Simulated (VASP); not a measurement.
# CdF2 (Fm-3m) in VASP: a series of runs

The runs below take CdF2 through single point, with RPBE.

Everything below comes from runs of VASP 6.6.1. Logs are shortened: lines on timing, memory, paths and dates and some standing lists are left out, and cuts for length are marked.

## (1) The cell of the first run

Symmetry: Fm-3m, No. 225, cubic system. The conventional cell has a = 5.163 Å, b = 5.163 Å, c = 5.163 Å, α = 90.00°, β = 90.00°, γ = 90.00°. Within 3.0 Å of Cd (site symmetry m-3m) lie 8 F at 2.24 Å. F (site symmetry -43m) has 4 Cd at 2.24 Å and 6 F at 2.58 Å within 3.0 Å.

## (2) Single point, RPBE

The input, INCAR:

```
SYSTEM = CdF2
PREC = Accurate ; ENCUT = 520
EDIFF = 1E-6 ; ISMEAR = -1
SIGMA = 0.3 ; LREAL = .False.
LASPH = .True. ; NELM = 100
ALGO = Normal ; ISIF = 2
LWAVE = .False. ; LCHARG = .False.
GGA = RP ; NBANDS = 20
```

The input, KPOINTS:

```
Automatic mesh
0
Gamma
  6 6 6
  0 0 0
```

The input, POSCAR:

```
CdF2
1.0
    0.0000000000      2.5816170190      2.5816170190
    2.5816170190      0.0000000000      2.5816170190
    2.5816170190      2.5816170190      0.0000000000
Cd F
1 2
Direct
    0.0000000000      0.0000000000      0.0000000000
    0.2500000000      0.2500000000      0.2500000000
    0.7500000000      0.7500000000      0.7500000000
```

Potentials or basis: VASP PAW PBE potentials, release 64 (Cd, F).

Run with:

```sh
$ cat potpaw_PBE.64/Cd/POTCAR potpaw_PBE.64/F/POTCAR > POTCAR
$ mpirun -np 1 vasp_std > vasp.out
```

OUTCAR:

```text
SYSTEM = CdF2
   PREC = Accurate
   ENCUT = 520
   EDIFF = 1E-6
   ISMEAR = -1
   LREAL = .False.
   LASPH = .True.
   NELM = 100
   ISIF = 2
   GGA = RP

 ion  position               nearest neighbor table
   1  0.000  0.000  0.000-   2 2.24   3 2.24   3 2.24   3 2.24   3 2.24   2 2.24   2 2.24   2 2.24

   2  0.250  0.250  0.250-   1 2.24   1 2.24   1 2.24   1 2.24
   3  0.750  0.750  0.750-   1 2.24   1 2.24   1 2.24   1 2.24

  LATTYP: Found a face centered cubic cell.
 ALAT       =     5.1632340380

  Lattice vectors:

 A1 = (   0.0000000000,   2.5816170190,   2.5816170190)
 A2 = (   2.5816170190,   0.0000000000,   2.5816170190)
 A3 = (   2.5816170190,   2.5816170190,   0.0000000000)

Analysis of symmetry for initial positions (statically):
=====================================================================
 Subroutine PRICEL returns:
 Original cell was already a primitive cell.

 Routine SETGRP: Setting up the symmetry group for a
 face centered cubic supercell.

 Subroutine GETGRP returns: Found 48 space group operations
[... 9 lines left out ...]

 Routine SETGRP: Setting up the symmetry group for a
 face centered cubic supercell.

 Subroutine GETGRP returns: Found 48 space group operations
[... 11 lines left out ...]
                                     Primitive cell

  volume of cell :      34.4116

  direct lattice vectors                    reciprocal lattice vectors
     0.000000000  2.581617019  2.581617019    -0.193677062  0.193677062  0.193677062
     2.581617019  0.000000000  2.581617019     0.193677062 -0.193677062  0.193677062
     2.581617019  2.581617019  0.000000000     0.193677062  0.193677062 -0.193677062

  length of vectors
     3.650957801  3.650957801  3.650957801     0.335458512  0.335458512  0.335458512

  position of ions in fractional coordinates (direct lattice)
     0.000000000  0.000000000  0.000000000
     0.250000000  0.250000000  0.250000000
     0.750000000  0.750000000  0.750000000

  ion indices of the primitive-cell ions
   primitive index   ion index
                 1           1
                 2           2
                 3           3

----------------------------------------------------------------------------------------

 KPOINTS: Automatic mesh

Automatic generation of k-mesh.
 Grid dimensions read from file:
 generate k-points for:    6    6    6

 Generating k-lattice:

  Cartesian coordinates                     Fractional coordinates (reciprocal lattice)
    -0.032279510  0.032279510  0.032279510     0.166666667  0.000000000  0.000000000
     0.032279510 -0.032279510  0.032279510     0.000000000  0.166666667  0.000000000
     0.032279510  0.032279510 -0.032279510     0.000000000  0.000000000  0.166666667

  Length of vectors
     0.055909752  0.055909752  0.055909752

  Shift w.r.t. Gamma in fractional coordinates (k-lattice)
     0.000000000  0.000000000  0.000000000

 Subroutine IBZKPT returns following result:
 ===========================================

 Found     16 irreducible k-points:

 Following reciprocal coordinates:
            Coordinates               Weight
  0.000000  0.000000  0.000000      1.000000
  0.166667  0.000000  0.000000      8.000000
  0.333333  0.000000  0.000000      8.000000
  0.500000  0.000000  0.000000      4.000000
  0.166667  0.166667  0.000000      6.000000
  0.333333  0.166667  0.000000     24.000000
[... 8 lines left out ...]
 -0.333333  0.333333  0.166667     24.000000
 -0.333333  0.500000  0.166667     12.000000
   k-points           NKPTS =     16   k-points in BZ     NKDIM =     16   number of bands    NBANDS=     20
   number of dos      NEDOS =    301   number of ions     NIONS =      3
   total plane-waves  NPLWV =  21952
   dimension x,y,z NGX =    28 NGY =   28 NGZ =   28
   dimension x,y,z NGXF=    56 NGYF=   56 NGZF=   56
   ions per type =               1   2
   NGX,Y,Z   is equivalent  to a cutoff of  12.75, 12.75, 12.75 a.u.
   NGXF,Y,Z  is equivalent  to a cutoff of  25.50, 25.50, 25.50 a.u.
 SYSTEM =  CdF2
   PREC   = accura    normal or accurate (medium, high low for compatibility)
   ISTART =      0    job   : 0-new  1-cont  2-samecut
   ICHARG =      2    charge: 1-file 2-atom 10-const
   ISPIN  =      1    spin polarized calculation?
   LNONCOLLINEAR =      F non collinear calculations
   LSORBIT =      F    spin-orbit coupling
   LASPH  =      T    aspherical Exc in radial PAW
   ENCUT  =  520.0 eV  38.22 Ry    6.18 a.u.   6.79  6.79  6.79*2*pi/ulx,y,z
   NELM   =    100;   NELMIN=  2; NELMDL= -5     # of ELM steps
   EDIFF  = 0.1E-05   stopping-criterion for ELM
   LREAL  =      F    real-space projection
   EDIFFG = 0.1E-04   stopping-criterion for IOM
   NSW    =      0    number of steps for IOM
   IBRION =     -1    ionic relax: 0-MD 1-quasi-New 2-CG
   NFREE  =      0    steps in history (QN), initial steepest desc. (CG)
   ISIF   =      2    stress and relaxation
   ISYM   =      2    0-nonsym 1-usesym 2-fastsym
   POTIM  = 0.5000    time-step for ionic-motion
   TEBEG  =    0.0;   TEEND  =   0.0 temperature during run
   PSTRESS=    0.0 pullay stress
   NELECT =      26.0000    total number of electrons
   NUPDOWN=      -1.0000    fix difference up-down
   EMIN   =  10.00;   EMAX   =-10.00  energy-range for DOS
   EFERMI =   0.00;   METHOD = LEGACY
   ISMEAR =    -1;   SIGMA  =   0.30  broadening in eV -4-tet -1-fermi 0-gaus
   EFERMI_NEDOS =   21; number of points for ismear=-14 and -15
   IALGO  =     38    algorithm
   IMIX   =      4    mixing-type and parameters
     AMIX     =   0.40;   BMIX     =  1.00
     AMIX_MAG =   1.60;   BMIX_MAG =  1.00
  volume/ion in A,a.u.               =      11.47        77.41
  Fermi-wavevector in a.u.,A,eV,Ry     =   1.491068  2.817710 30.249615  2.223284
  Thomas-Fermi vector in A             =   2.603770
   LORBIT       =      0    0 simple, 1 ext, 2 COOP (PROOUT), +10 PAW based schemes
   GGA     = RP    functional components
   LHFCALC =     F    Hartree Fock is set to
   AEXX    =    0.0000 exact exchange contribution
   IVDW    =     0    specifies the selected vdW correction
   LEPSILON=     F    determine dielectric tensor
   LRPA    =     F    only Hartree local field effects (RPA)
 non-spin polarized calculation
  energy-cutoff  :      520.00
  volume of cell :       34.41
 maximum number of plane-waves:       941
   NGX = 13   NGY = 13   NGZ = 13

 number of electron      26.0000004 magnetization

 Free energy of the ion-electron system (eV)
  ---------------------------------------------------
  ext. energy  EPLUGINS =         0.00000000
  ---------------------------------------------------
  free energy    TOTEN  =        -9.27326942 eV

  energy without entropy =       -9.27194362  energy(sigma->0) =       -9.27260652

 E-fermi :   2.5296     XC(G=0): -10.7756

 val. band max:       -0.0775569362   @ k =  -0.3333   0.5000   0.1667
 cond. band min:       3.6777633580   @ k =   0.0000   0.0000   0.0000
 fundamental gap:      3.7553202942
 Fermi energy:         2.5295521850

 k-point     1 :       0.0000    0.0000    0.0000
  band No.  band energies     occupation
      1     -21.7696      2.00000
      2     -20.2849      2.00000
      3      -6.2139      2.00000
      4      -6.2139      2.00000
      5      -6.2139      2.00000
      6      -4.4005      2.00000
[... 12 lines left out ...]
     19      20.9459      0.00000
     20      20.9459      0.00000

 k-point     2 :       0.1667    0.0000    0.0000
  band No.  band energies     occupation
      1     -21.6536      2.00000
      2     -20.3926      2.00000
      3      -6.0801      2.00000
      4      -6.0800      2.00000
      5      -5.8280      2.00000
      6      -4.4533      2.00000
[... 12 lines left out ...]
     19      20.3836      0.00000
     20      20.8381      0.00000

 k-point     3 :       0.3333    0.0000    0.0000
  band No.  band energies     occupation
      1     -21.3629      2.00000
      2     -20.6598      2.00000
      3      -5.8310      2.00000
      4      -5.8310      2.00000
      5      -4.8554      2.00000
      6      -4.4346      2.00000
[... 12 lines left out ...]
     19      19.6157      0.00000
     20      20.9024      0.00000

 k-point     4 :       0.5000    0.0000    0.0000
  band No.  band energies     occupation
      1     -21.0625      2.00000
      2     -20.9432      2.00000
      3      -5.7359      2.00000
      4      -5.7359      2.00000
      5      -4.3022      2.00000
      6      -4.3022      2.00000
[... 12 lines left out ...]
     19      19.2917      0.00000
     20      20.1769      0.00000

 k-point     5 :       0.1667    0.1667    0.0000
  band No.  band energies     occupation
      1     -21.6195      2.00000
      2     -20.4212      2.00000
      3      -6.0207      2.00000
      4      -6.0207      2.00000
      5      -5.7070      2.00000
      6      -4.6769      2.00000
[... 12 lines left out ...]
     19      21.1602      0.00000
     20      22.2163      0.00000
[... 169 lines left out ...]
      6      -4.2365      2.00000
[... 12 lines left out ...]
     19      20.8816      0.00000
     20      22.1406      0.00000

 k-point    14 :       0.5000    0.3333    0.1667
  band No.  band energies     occupation
      1     -21.2017      2.00000
      2     -20.7763      2.00000
      3      -5.6574      2.00000
      4      -5.3765      2.00000
      5      -5.1130      2.00000
      6      -4.4457      2.00000
[... 12 lines left out ...]
     19      20.5010      0.00000
     20      22.8261      0.00000

 k-point    15 :      -0.3333    0.3333    0.1667
  band No.  band energies     occupation
      1     -20.9940      2.00000
      2     -20.9639      2.00000
      3      -5.6072      2.00000
      4      -5.2484      2.00000
      5      -4.8749      2.00000
      6      -4.5851      2.00000
[... 12 lines left out ...]
     19      20.1001      0.00000
     20      22.9581      0.00000

 k-point    16 :      -0.3333    0.5000    0.1667
  band No.  band energies     occupation
      1     -21.0521      2.00000
      2     -20.8876      2.00000
      3      -5.7905      2.00000
      4      -4.8575      2.00000
      5      -4.8172      2.00000
      6      -4.7561      2.00000
[... 12 lines left out ...]
     19      21.5274      0.00000
     20      21.9995      0.00000

------------------------ aborting loop because EDIFF is reached ----------------------------------------

  FORCE on cell =-STRESS in cart. coord.  units (eV):
  Direction    XX          YY          ZZ          XY          YZ          ZX
  --------------------------------------------------------------------------------------
  -------------------------------------------------------------------------------------
  Total        7.1234210      7.1234210      7.1234210      0.0000000      0.0000000     -0.0000000
  in kB      331.6605027    331.6605027    331.6605027      0.0000000      0.0000000     -0.0000000
  external PRESSURE =     331.6605027 kB  Pullay stress =       0.0000000 kB

 VOLUME and BASIS-vectors are now :
 -----------------------------------------------------------------------------
  energy-cutoff  :      520.00
  volume of cell :       34.41
      direct lattice vectors                 reciprocal lattice vectors
     0.000000000  2.581617019  2.581617019    -0.193677062  0.193677062  0.193677062
     2.581617019  0.000000000  2.581617019     0.193677062 -0.193677062  0.193677062
     2.581617019  2.581617019  0.000000000     0.193677062  0.193677062 -0.193677062

 POSITION                                       TOTAL-FORCE (eV/Angst)
 -----------------------------------------------------------------------------------
      0.00000      0.00000      0.00000        -0.000000     -0.000000      0.000000
      1.29081      1.29081      1.29081         0.000000      0.000000      0.000000
      3.87243      3.87243      3.87243        -0.000000      0.000000     -0.000000
 -----------------------------------------------------------------------------------
    total drift:                                0.000000      0.000000      0.000000

  FREE ENERGIE OF THE ION-ELECTRON SYSTEM (eV)
  ---------------------------------------------------
  free  energy   TOTEN  =        -9.2732694238 eV

  energy  without entropy=       -9.2719436177  energy(sigma->0) =       -9.27260652
```

It took 11 s on 1 thread of AMD EPYC 7R13 (Zen 3), shared host; peak memory 0.12 GiB.

Results:

```yaml
Free_energy: -9.2733 eV
Pressure: 33.2 GPa
Band_gap_on_the_k_mesh: 3.76 eV, indirect (least direct gap 4.05 eV)
```

Levels at points of the mesh, in eV from the valence-band top:
| k point | band 10 | band 11 | band 12 | band 13 | band 14 | band 15 | band 16 | band 17 |
| --- | --- | --- | --- | --- | --- | --- | --- | --- |
| (0.00, 0.00, 0.00) | -1.31 | -0.29 | -0.29 | -0.29 | 3.76 | 13.52 | 13.52 | 13.52 |
| (0.50, 0.00, 0.00) | -2.34 | -2.34 | -0.27 | -0.27 | 8.33 | 9.87 | 15.85 | 15.85 |
| (0.50, 0.50, 0.00) | -3.18 | -0.75 | -0.08 | -0.08 | 9.23 | 10.60 | 12.58 | 15.69 |

Caveat: the PAW data sets were made with another functional, which shifts forces and pressure a little.

## (3) Single point, RPBE

This run uses another cell than the first one, of 11.99 Å³/atom, 1.045 times its volume.

The input, INCAR:

```
SYSTEM = CdF2
  PREC = Accurate
  ENCUT = 520
  EDIFF = 1E-6
  ISMEAR = -1
  SIGMA = 0.3
  LREAL = .FALSE.
  LASPH = .TRUE.
  NELM = 100
  ALGO = Normal
  ISIF = 2
  LWAVE = .FALSE.
  LCHARG = .TRUE.
  GGA = RP
  LELF = .TRUE.
  LVHAR = .TRUE.
  NBANDS = 20
```

The input, KPOINTS:

```
Automatic mesh
0
G
  6 6 6
  0 0 0
```

The input, POSCAR:

```
CdF2
1.0
    0.0000000000      2.6201542978      2.6201542978
    2.6201542978      0.0000000000      2.6201542978
    2.6201542978      2.6201542978      0.0000000000
Cd F
1 2
Direct
    0.0000000000      0.0000000000      0.0000000000
    0.2500000000      0.2500000000      0.2500000000
    0.7500000000      0.7500000000      0.7500000000
```

Potentials or basis: VASP PAW PBE potentials, release 64 (Cd, F).

Run with:

```sh
$ cat potpaw_PBE.64/Cd/POTCAR potpaw_PBE.64/F/POTCAR > POTCAR
$ mpirun -np 1 vasp_std > vasp.out
```

Run time: 12 s. Hardware: 1 thread of AMD EPYC 7R13 (Zen 3), shared host; peak memory 0.13 GiB.

The run converged. Its results:

- Free energy: -9.5547 eV
- Pressure: 24.1 GPa
- Band gap on the k mesh: 3.59 eV, indirect (least direct gap 3.96 eV)

Levels at points of the mesh, in eV from the valence-band top:
| k point | band 9 | band 10 | band 11 | band 12 | band 13 | band 14 | band 15 | band 16 | band 17 | band 18 |
| --- | --- | --- | --- | --- | --- | --- | --- | --- | --- | --- |
| (0.00, 0.00, 0.00) | -1.17 | -1.17 | -0.37 | -0.37 | -0.37 | 3.59 | 13.33 | 13.33 | 13.33 | 18.87 |
| (0.50, 0.00, 0.00) | -2.60 | -2.13 | -2.13 | -0.31 | -0.31 | 7.97 | 9.74 | 15.45 | 15.45 | 19.06 |
| (0.50, 0.50, 0.00) | -3.37 | -3.15 | -0.64 | -0.08 | -0.08 | 8.85 | 10.35 | 12.50 | 15.28 | 15.28 |

Caveat: the PAW data sets were made with another functional, which shifts forces and pressure a little. As with any semilocal functional, this RPBE gap is likely too small.

[end of part 1 of 2]
